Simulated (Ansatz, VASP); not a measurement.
CoO in VASP and in Ansatz

```
CELL_PARAMETERS angstrom
-1.50800 1.50800 2.10725
1.50800 -1.50800 2.10725
1.50800 1.50800 -2.10725
ATOMIC_POSITIONS crystal
Co 0.00040 0.99334 0.98909
O 0.48801 0.49388 0.97775
```

Alike in both runs: task single point; functional PBEsol; k mesh 6 × 6 × 6; collinear spin.

|  | VASP | Ansatz |
| --- | --- | --- |
| version | VASP 6.6.1 | Ansatz 0.2.0 |
| potentials or method | VASP PAW PBE potentials, release 64 (Co, O) | plane waves, PAW |
| plane-wave cutoff (eV) | 520 | 420 |
| occupations | fermi-dirac, width 0.1 eV | fermi-dirac |
| valence electrons in the cell | 15 | 23 |

```csv
,VASP,Ansatz,Ansatz less VASP
rms of the force components (eV/Å),0.008,0.008,-0.0006
net moment per atom (μB),1.40,1.41,+0.012
size of the moment on the site where the two differ most (μB),2.47,2.40,-0.071
```

VASP's potentials were made for PBE, not for PBEsol. Site moments also hang on the region over which each program counts them. Atom by atom the forces differ by 0.001 eV/Å (rms over components). VASP's potentials hold 15 valence electrons a cell and Ansatz's 23, so a difference there can come from the potentials and not from the codes. Ansatz's warnings: stability check not made.

The k mesh is coarse, so the values compare programs but aren't converged.
